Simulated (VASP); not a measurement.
A run of VASP 6.6.1:

File INCAR:

```
PREC = Accurate
ENCUT = 520
EDIFF = 1E-7
ISMEAR = 0
SIGMA = 0.1
LREAL = F
LASPH = T
NELM = 80
ALGO = Normal
ISIF = 2
LWAVE = F
LCHARG = T
LDIPOL = T
IDIPOL = 3
DIPOL = 0.5 0.5 0.287
GGA = PE
LELF = T
LVHAR = T
LVACPOTAV = T
NBANDS = 104
```

KPOINTS

```
regular mesh
0
Gamma
  5 5 1
```

POSCAR

```
HRh6
1.0
    5.4163401145      0.0000000000      0.0000000000
    0.0000000000      5.4163401145      0.0000000000
    0.0000000000      0.0000000000     21.6737367085
Rh H
12 2
Direct
    0.2500000000      0.2500000000      0.1845551625
    0.2500000000      0.7500000000      0.1845551625
    0.7500000000      0.2500000000      0.1845551625
    0.7500000000      0.7500000000      0.1845551625
    0.0000000000      0.0000000000      0.2693761947
    0.0000000000      0.5000000000      0.2693761947
    0.5000000000      0.0000000000      0.2693761947
    0.5000000000      0.5000000000      0.2693761947
    0.2500000000      0.2500000000      0.3540569313
    0.2500000000      0.7500000000      0.3540569313
    0.7500000000      0.2500000000      0.3540569313
    0.7500000000      0.7500000000      0.3540569313
    0.2553698675      0.5000000000      0.3895838001
    0.7446301325      0.5000000000      0.3895838001
```

Potentials or basis: VASP PAW PBE potentials, release 64 (Rh_pv, H).

The run is started by

```sh
$ cat potpaw_PBE.64/Rh_pv/POTCAR potpaw_PBE.64/H/POTCAR > POTCAR
$ mpirun -np 1 vasp_std > vasp.out
```

Hardware: 1 thread of Intel Xeon 8259CL (shared host).

**Question.** Estimate the wall time of this run.

**Answer.** It took 46 min on 1 thread of Intel Xeon 8259CL (shared host), peak memory 0.8 GiB. Counts: scf iterations 34, k points 9.
